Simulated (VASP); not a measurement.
# Ru (P6/mmm) in VASP: further runs

The runs below take Ru through single point, with PBE.

All numbers are computed with VASP 6.6.1; they aren't measurements. Logs are shortened: lines on timing, memory, paths and dates and some standing lists are left out, and cuts for length are marked.

**1. The cell of the first run**

The structure is hexagonal, space group P6/mmm (No. 191). Conventional cell: a = 2.229 Å, b = 2.229 Å, c = 2.078 Å, α = 90.00°, β = 90.00°, γ = 120.00°. Ru (site symmetry 6/mmm) has 8 Ru at 2.08 to 2.23 Å within 2.8 Å.

**2. Single point, PBE**

File INCAR:

```
SYSTEM = Ru
  ALGO = Normal
  EDIFF = 1E-7
  ENCUT = 520
  GGA = PE
  ISIF = 2
  ISMEAR = -1
  LASPH = .True.
  LCHARG = .False.
  LREAL = .False.
  LWAVE = .False.
  NBANDS = 13
  NELM = 60
  PREC = Accurate
  SIGMA = 0.08
```

File KPOINTS:

```
k-points
0
Gamma
  20 20 18
  0 0 0
```

File POSCAR:

```
Ru
1.0
    2.2285145034      0.0000000000      0.0000000000
   -1.1142572517      1.9299501726      0.0000000000
    0.0000000000      0.0000000000      2.0778295340
Ru
1
Direct
    0.0000000000      0.0000000000      0.0000000000
```

Potentials or basis: VASP PAW PBE potentials, release 64 (Ru_pv).

The run is started by

```console
> cat potpaw_PBE.64/Ru_pv/POTCAR > POTCAR
> mpirun -np 1 vasp_std > vasp.out
```

OUTCAR:

```text
SYSTEM = Ru
   EDIFF = 1E-7
   ENCUT = 520
   GGA = PE
   ISIF = 2
   ISMEAR = -1
   LASPH = .True.
   LREAL = .False.
   NELM = 60
   PREC = Accurate

 ion  position               nearest neighbor table
   1  0.000  0.000  0.000-

  LATTYP: Found a hexagonal cell.
 ALAT       =     2.2285145034
 C/A-ratio  =     0.9323832225

  Lattice vectors:

 A1 = (   2.2285145034,   0.0000000000,   0.0000000000)
 A2 = (  -1.1142572517,   1.9299501726,   0.0000000000)
 A3 = (   0.0000000000,   0.0000000000,   2.0778295340)

Analysis of symmetry for initial positions (statically):
=====================================================================
 Subroutine PRICEL returns:
 Original cell was already a primitive cell.

 Routine SETGRP: Setting up the symmetry group for a
 hexagonal supercell.

 Subroutine GETGRP returns: Found 24 space group operations
 (whereof 24 operations were pure point group operations)
 out of a pool of 24 trial point group operations.

The static configuration has the point symmetry D_6h.

Analysis of symmetry for dynamics (positions and initial velocities):
=====================================================================
 Subroutine PRICEL returns:
 Original cell was already a primitive cell.

 Routine SETGRP: Setting up the symmetry group for a
 hexagonal supercell.

 Subroutine GETGRP returns: Found 24 space group operations
 (whereof 24 operations were pure point group operations)
 out of a pool of 24 trial point group operations.

The dynamic configuration has the point symmetry D_6h.

 Subroutine INISYM returns: Found 24 space group operations
 (whereof 24 operations are pure point group operations),
 and found     1 'primitive' translations

----------------------------------------------------------------------------------------

                                     Primitive cell

  volume of cell :       8.9366

  direct lattice vectors                    reciprocal lattice vectors
     2.228514503  0.000000000  0.000000000     0.448729411  0.259074046  0.000000000
    -1.114257252  1.929950173  0.000000000     0.000000000  0.518148092  0.000000000
     0.000000000  0.000000000  2.077829534     0.000000000  0.000000000  0.481271434

  length of vectors
     2.228514503  2.228514503  2.077829534     0.518148092  0.518148092  0.481271434

  position of ions in fractional coordinates (direct lattice)
     0.000000000  0.000000000  0.000000000

  ion indices of the primitive-cell ions
   primitive index   ion index
                 1           1

----------------------------------------------------------------------------------------

 KPOINTS: k-points

Automatic generation of k-mesh.
 Grid dimensions read from file:
 generate k-points for:   20   20   18

 Generating k-lattice:

  Cartesian coordinates                     Fractional coordinates (reciprocal lattice)
     0.022436471  0.012953702  0.000000000     0.050000000  0.000000000  0.000000000
     0.000000000  0.025907405  0.000000000     0.000000000  0.050000000  0.000000000
     0.000000000  0.000000000  0.026737302     0.000000000  0.000000000  0.055555556

  Length of vectors
     0.025907405  0.025907405  0.026737302

  Shift w.r.t. Gamma in fractional coordinates (k-lattice)
     0.000000000  0.000000000  0.000000000

 Subroutine IBZKPT returns following result:
 ===========================================

 Found    440 irreducible k-points:

 Following reciprocal coordinates:
            Coordinates               Weight
  0.000000  0.000000  0.000000      1.000000
  0.050000  0.000000  0.000000      6.000000
  0.100000  0.000000  0.000000      6.000000
  0.150000  0.000000  0.000000      6.000000
  0.200000  0.000000  0.000000      6.000000
  0.250000  0.000000  0.000000      6.000000
[... 16 lines left out ...]
  0.200000  0.100000  0.000000     12.000000
  0.250000  0.100000  0.000000     12.000000
 [... further k-points ...]
   k-points           NKPTS =    440   k-points in BZ     NKDIM =    440   number of bands    NBANDS=     13
   number of dos      NEDOS =    301   number of ions     NIONS =      1
   total plane-waves  NPLWV =   5184
   dimension x,y,z NGX =    18 NGY =   18 NGZ =   16
   dimension x,y,z NGXF=    36 NGYF=   36 NGZF=   32
   ions per type =               1
   NGX,Y,Z   is equivalent  to a cutoff of  13.43, 13.43, 12.80 a.u.
   NGXF,Y,Z  is equivalent  to a cutoff of  26.86, 26.86, 25.60 a.u.
 SYSTEM =  Ru
   PREC   = accura    normal or accurate (medium, high low for compatibility)
   ISTART =      0    job   : 0-new  1-cont  2-samecut
   ICHARG =      2    charge: 1-file 2-atom 10-const
   ISPIN  =      1    spin polarized calculation?
   LNONCOLLINEAR =      F non collinear calculations
   LSORBIT =      F    spin-orbit coupling
   LASPH  =      T    aspherical Exc in radial PAW
   ENCUT  =  520.0 eV  38.22 Ry    6.18 a.u.   4.14  4.14  3.86*2*pi/ulx,y,z
   NELM   =     60;   NELMIN=  2; NELMDL= -5     # of ELM steps
   EDIFF  = 0.1E-06   stopping-criterion for ELM
   LREAL  =      F    real-space projection
   EDIFFG = 0.1E-05   stopping-criterion for IOM
   NSW    =      0    number of steps for IOM
   IBRION =     -1    ionic relax: 0-MD 1-quasi-New 2-CG
   NFREE  =      0    steps in history (QN), initial steepest desc. (CG)
   ISIF   =      2    stress and relaxation
   ISYM   =      2    0-nonsym 1-usesym 2-fastsym
   POTIM  = 0.5000    time-step for ionic-motion
   TEBEG  =    0.0;   TEEND  =   0.0 temperature during run
   PSTRESS=    0.0 pullay stress
   NELECT =      14.0000    total number of electrons
   NUPDOWN=      -1.0000    fix difference up-down
   EMIN   =  10.00;   EMAX   =-10.00  energy-range for DOS
   EFERMI =   0.00;   METHOD = LEGACY
   ISMEAR =    -1;   SIGMA  =   0.08  broadening in eV -4-tet -1-fermi 0-gaus
   EFERMI_NEDOS =   21; number of points for ismear=-14 and -15
   IALGO  =     38    algorithm
   IMIX   =      4    mixing-type and parameters
     AMIX     =   0.40;   BMIX     =  1.00
     AMIX_MAG =   1.60;   BMIX_MAG =  1.00
  volume/ion in A,a.u.               =       8.94        60.31
  Fermi-wavevector in a.u.,A,eV,Ry     =   1.901342  3.593016 49.186465  3.615103
  Thomas-Fermi vector in A             =   2.940249
   LORBIT       =      0    0 simple, 1 ext, 2 COOP (PROOUT), +10 PAW based schemes
   GGA     = PE    functional components
   LHFCALC =     F    Hartree Fock is set to
   AEXX    =    0.0000 exact exchange contribution
   IVDW    =     0    specifies the selected vdW correction
   LEPSILON=     F    determine dielectric tensor
   LRPA    =     F    only Hartree local field effects (RPA)
 non-spin polarized calculation
  energy-cutoff  :      520.00
  volume of cell :        8.94
 maximum number of plane-waves:       252
 NGX is ok and might be reduce to    18
   NGX =  9   NGY =  9   NGZ =  7

 number of electron      13.9999997 magnetization

 Free energy of the ion-electron system (eV)
  ---------------------------------------------------
  ext. energy  EPLUGINS =         0.00000000
  ---------------------------------------------------
  free energy    TOTEN  =        -3.33210776 eV

  energy without entropy =       -3.31886688  energy(sigma->0) =       -3.32548732

 E-fermi :  22.3546     XC(G=0): -16.7520

 val. band max:       22.3455559912   @ k =   0.4000   0.2000   0.2778
 cond. band min:      22.3739151969   @ k =   0.3000   0.0000   0.0556
 fundamental gap:      0.0283592057
 Fermi energy:        22.3545606652

 k-point     1 :       0.0000    0.0000    0.0000
  band No.  band energies     occupation
      1     -20.2157      2.00000
      2     -20.2157      2.00000
      3     -20.0001      2.00000
      4      11.5339      2.00000
      5      12.2264      2.00000
      6      17.2335      2.00000
      7      17.2335      2.00000
      8      26.4148      0.00000
      9      26.4148      0.00000
     10      32.9103      0.00000
     11      36.0712      0.00000
     12      43.7735      0.00000
     13      50.5332      0.00000

 k-point     2 :       0.0500    0.0000    0.0000
  band No.  band energies     occupation
      1     -20.3389      2.00000
      2     -20.2420      2.00000
      3     -19.9872      2.00000
      4      11.6549      2.00000
      5      12.3637      2.00000
      6      17.0575      2.00000
      7      17.3970      2.00000
      8      26.2041      0.00000
      9      26.3804      0.00000
     10      32.9102      0.00000
     11      36.4974      0.00000
     12      44.1155      0.00000
     13      49.6391      0.00000

 k-point     3 :       0.1000    0.0000    0.0000
  band No.  band energies     occupation
      1     -20.6901      2.00000
      2     -20.3176      2.00000
      3     -19.9497      2.00000
      4      11.9258      2.00000
      5      12.8091      2.00000
      6      16.6279      2.00000
      7      17.8813      2.00000
      8      25.6286      0.00000
      9      26.2816      0.00000
     10      32.9102      0.00000
     11      37.6953      0.00000
     12      45.0721      0.00000
     13      47.7623      0.00000
[... 305 lines left out ...]
 k-point    23 :       0.2000    0.1000    0.0000
  band No.  band energies     occupation
      1     -22.6354      2.00000
      2     -20.9161      2.00000
      3     -19.7068      2.00000
      4      13.0833      2.00000
      5      13.9308      2.00000
      6      16.6757      2.00000
      7      22.2172      1.69534
      8      22.8778      0.00288
      9      25.4778      0.00000
     10      32.9098      0.00000
     11      41.1789      0.00000
     12      43.0128      0.00000
     13      47.2199      0.00000

 k-point    24 :       0.2500    0.1000    0.0000
  band No.  band energies     occupation
      1     -23.2153      2.00000
      2     -21.1096      2.00000
      3     -19.6263      2.00000
      4      12.9773      2.00000
      5      13.8213      2.00000
      6      18.1004      2.00000
      7      22.1533      1.85047
      8      23.8563      0.00000
      9      25.2207      0.00000
     10      32.9097      0.00000
     11      39.7976      0.00000
     12      42.4646      0.00000
     13      47.7041      0.00000

 [... further k-points ...]

------------------------ aborting loop because EDIFF is reached ----------------------------------------

  FORCE on cell =-STRESS in cart. coord.  units (eV):
  Direction    XX          YY          ZZ          XY          YZ          ZX
  --------------------------------------------------------------------------------------
  -------------------------------------------------------------------------------------
  Total       23.8431172     23.8431172     24.1298647      0.0000000      0.0000000      0.0000000
  in kB     4274.6655391   4274.6655389   4326.0744857      0.0000000      0.0000000      0.0000000
  external PRESSURE =    4291.8018545 kB  Pullay stress =       0.0000000 kB

 VOLUME and BASIS-vectors are now :
 -----------------------------------------------------------------------------
  energy-cutoff  :      520.00
  volume of cell :        8.94
      direct lattice vectors                 reciprocal lattice vectors
     2.228514503  0.000000000  0.000000000     0.448729411  0.259074046  0.000000000
    -1.114257252  1.929950173  0.000000000     0.000000000  0.518148092  0.000000000
     0.000000000  0.000000000  2.077829534     0.000000000  0.000000000  0.481271434

 POSITION                                       TOTAL-FORCE (eV/Angst)
 -----------------------------------------------------------------------------------
      0.00000      0.00000      0.00000         0.000000      0.000000      0.000000
 -----------------------------------------------------------------------------------
    total drift:                               -0.000000      0.000000      0.000000

  FREE ENERGIE OF THE ION-ELECTRON SYSTEM (eV)
  ---------------------------------------------------
  free  energy   TOTEN  =        -3.3321077618 eV

  energy  without entropy=       -3.3188668826  energy(sigma->0) =       -3.32548732
```

Run time: 37 s. Hardware: 1 thread of Intel Xeon 6975P-C (Granite Rapids), shared host; peak memory 0.16 GiB.

Results:

* Free energy: -3.3321 eV
* Pressure: 429.2 GPa
* Band gap on the k mesh: zero (band 7 reaches 27.52 eV, above the bottom of band 8 at 19.92 eV)

**3. Single point, PBE**

File INCAR:

```
PREC = Accurate
ENCUT = 520
EDIFF = 1E-7
ISMEAR = -1
SIGMA = 0.08
LREAL = F
LASPH = T
NELM = 100
ALGO = Normal
ISIF = 2
LWAVE = F
LCHARG = F
GGA = PE
NBANDS = 13
```

File KPOINTS:

```
regular mesh
0
Gamma
  20 20 18
```

File POSCAR:

```
Ru
1.0
    2.2288817504      0.0000000000      0.0000000000
   -1.1144408752      1.9302682179      0.0000000000
    0.0000000000      0.0000000000      2.0775051143
Ru
1
Direct
    0.0000000000      0.0000000000      0.0000000000
```

Potentials or basis: VASP PAW PBE potentials, release 64 (Ru_pv).

The run is started by

```console
> cat potpaw_PBE.64/Ru_pv/POTCAR > POTCAR
> mpirun -np 1 vasp_std > vasp.out
```

OUTCAR:

```text
PREC = Accurate
   ENCUT = 520
   EDIFF = 1E-7
   ISMEAR = -1
   LREAL = F
   LASPH = T
   NELM = 100
   ISIF = 2
   GGA = PE

 ion  position               nearest neighbor table
   1  0.000  0.000  0.000-

  LATTYP: Found a hexagonal cell.
 ALAT       =     2.2288817504
 C/A-ratio  =     0.9320840435

  Lattice vectors:

 A1 = (   2.2288817504,   0.0000000000,   0.0000000000)
 A2 = (  -1.1144408752,   1.9302682179,   0.0000000000)
 A3 = (   0.0000000000,   0.0000000000,   2.0775051143)

Analysis of symmetry for initial positions (statically):
=====================================================================
 Subroutine PRICEL returns:
 Original cell was already a primitive cell.

 Routine SETGRP: Setting up the symmetry group for a
 hexagonal supercell.

 Subroutine GETGRP returns: Found 24 space group operations
 (whereof 24 operations were pure point group operations)
 out of a pool of 24 trial point group operations.

The static configuration has the point symmetry D_6h.

Analysis of symmetry for dynamics (positions and initial velocities):
[... 169 lines left out ...]
      4      11.5294      2.00000
      5      12.2234      2.00000
      6      17.2298      2.00000
      7      17.2298      2.00000
      8      26.4108      0.00000
      9      26.4108      0.00000
     10      32.9058      0.00000
     11      36.0648      0.00000
     12      43.7787      0.00000
     13      50.5208      0.00000
[... 354 lines left out ...]
  band No.  band energies     occupation
      1     -23.2178      2.00000
      2     -21.1146      2.00000
      3     -19.6286      2.00000
      4      12.9740      2.00000
      5      13.8173      2.00000
      6      18.0938      2.00000
      7      22.1549      1.83980
      8      23.8484      0.00000
      9      25.2183      0.00000
     10      32.9052      0.00000
     11      39.7918      0.00000
     12      42.4565      0.00000
     13      47.6936      0.00000

 [... further k-points ...]

------------------------ aborting loop because EDIFF is reached ----------------------------------------

  FORCE on cell =-STRESS in cart. coord.  units (eV):
  Direction    XX          YY          ZZ          XY          YZ          ZX
  --------------------------------------------------------------------------------------
  -------------------------------------------------------------------------------------
  Total       23.8148760     23.8148760     24.1490162      0.0000000      0.0000000      0.0000000
  in kB     4268.8620072   4268.8620073   4328.7572819      0.0000000      0.0000000      0.0000000
  external PRESSURE =    4288.8270988 kB  Pullay stress =       0.0000000 kB

 VOLUME and BASIS-vectors are now :
 -----------------------------------------------------------------------------
  energy-cutoff  :      520.00
  volume of cell :        8.94
      direct lattice vectors                 reciprocal lattice vectors
     2.228881750  0.000000000  0.000000000     0.448655475  0.259031359  0.000000000
    -1.114440875  1.930268218  0.000000000     0.000000000  0.518062718  0.000000000
     0.000000000  0.000000000  2.077505114     0.000000000  0.000000000  0.481346589

 POSITION                                       TOTAL-FORCE (eV/Angst)
 -----------------------------------------------------------------------------------
      0.00000      0.00000      0.00000         0.000000      0.000000      0.000000
 -----------------------------------------------------------------------------------
    total drift:                               -0.000000      0.000000      0.000000

  FREE ENERGIE OF THE ION-ELECTRON SYSTEM (eV)
  ---------------------------------------------------
  free  energy   TOTEN  =        -3.3361934541 eV

  energy  without entropy=       -3.3229400831  energy(sigma->0) =       -3.32956677
```

OSZICAR:

```text
N       E                     dE             d eps       ncg     rms          rms(c)
DAV:   1     0.107085441247E+03    0.10709E+03   -0.82954E+03 11649   0.123E+03
DAV:   2    -0.247495379957E+01   -0.10956E+03   -0.10482E+03 12520   0.340E+02
DAV:   3    -0.355719009720E+01   -0.10822E+01   -0.10798E+01 13185   0.364E+01
DAV:   4    -0.355951828367E+01   -0.23282E-02   -0.23282E-02 12780   0.180E+00
DAV:   5    -0.355952860326E+01   -0.10320E-04   -0.10315E-04 13175   0.108E-01    0.419E+01
DAV:   6    -0.339309897896E+01    0.16643E+00   -0.67016E-02 11885   0.363E+00    0.233E+01
DAV:   7    -0.333744222190E+01    0.55657E-01   -0.41087E-02 11985   0.256E+00    0.137E+00
DAV:   8    -0.333622164691E+01    0.12206E-02   -0.67137E-03 11835   0.119E+00    0.116E-01
DAV:   9    -0.333620311243E+01    0.18534E-04   -0.30239E-05 12700   0.722E-02    0.261E-02
DAV:  10    -0.333619435087E+01    0.87616E-05   -0.36924E-06 12545   0.266E-02    0.536E-03
DAV:  11    -0.333619372983E+01    0.62103E-06   -0.13544E-07  9569   0.424E-03    0.221E-03
DAV:  12    -0.333619343403E+01    0.29581E-06   -0.23746E-08  6240   0.223E-03    0.157E-04
DAV:  13    -0.333619345410E+01   -0.20075E-07   -0.17013E-09  5990   0.535E-04
   1 F= -.33361935E+01 E0= -.33295668E+01  d E =-.132534E-01
```

stdout:

```text
POSCAR found type information on POSCAR Ru
 POSCAR found :  1 types and       1 ions
 scaLAPACK will be used
 LDA part: xc-table for (Slater+PW92), standard interpolation
 POSCAR, INCAR and KPOINTS ok, starting setup
 FFT: planning ... GRIDC
 FFT: planning ... GRID_SOFT
 FFT: planning ... GRID
 WAVECAR not read
 entering main loop
```

It took 32 s on 1 thread of Intel Xeon 6975P-C (Granite Rapids), shared host; peak memory 0.16 GiB.

Results:

```yaml
Free_energy: -3.3362 eV
Pressure: 428.9 GPa
Band_gap_on_the_k_mesh: zero (band 7 reaches 27.51 eV, above the bottom of band 8 at 19.92 eV)
```

Stress tensor (GPa, compression positive):
```
426.89   0.00   0.00
  0.00 426.89   0.00
  0.00   0.00 432.88
```
